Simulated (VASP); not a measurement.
**RbBr: single point with r2SCAN**

RbBr:

```
Rb Br
1.0
     0.00000    3.49543    3.45497
     3.49543    0.00000    3.45497
     3.49543    3.49543    0.00000
Rb Br
1 1
Cartesian
  0.0000 0.0000 0.0000
  3.4954 3.4954 3.4550
```

This cell differs from its parent crystal: epitaxial xy strain +1.0%.

```yaml
Program: VASP 6.6.1
Task: single point
Functional: r2SCAN
Potentials_or_basis: VASP PAW PBE potentials, release 64 (Rb_sv, Br)
Cutoff: 520 eV
k_mesh: 6 × 6 × 6
Occupations: gaussian, width 0.01 eV
Spin: no spin polarisation
Dipole_correction: no
Further_INCAR_settings: ALGO = Normal; EDIFF = 1e-06; NBANDS = 15
```

The pressure is -0.2 GPa and the band gap on the k mesh is 4.84 eV, direct.

Stress tensor (GPa, compression positive):
```
-0.31  0.00  0.00
 0.00 -0.31  0.00
 0.00  0.00  0.03
```

Levels at points of the mesh, in eV from the valence-band top:
```tsv
k point	band 6	band 7	band 8	band 9	band 10	band 11
(0.00, 0.00, 0.00)	-0.01	-0.01	0.00	4.84	7.84	7.84
(0.50, 0.00, 0.00)	-0.90	-0.32	-0.32	7.16	8.10	10.07
(0.50, 0.50, 0.00)	-0.46	-0.17	-0.17	6.09	7.77	9.49
(0.50, 0.00, 0.50)	-0.48	-0.16	-0.16	6.11	7.75	9.45
```

Wall time 2.6 min on 1 thread of Intel(R) Xeon(R) Platinum 8488C (Sapphire Rapids), on a shared host, peak memory 0.26 GiB.

Caveat: the cell differs from its parent crystal (epitaxial xy strain +1.0%); the PAW data sets were made with another functional, which shifts forces and pressure a little.
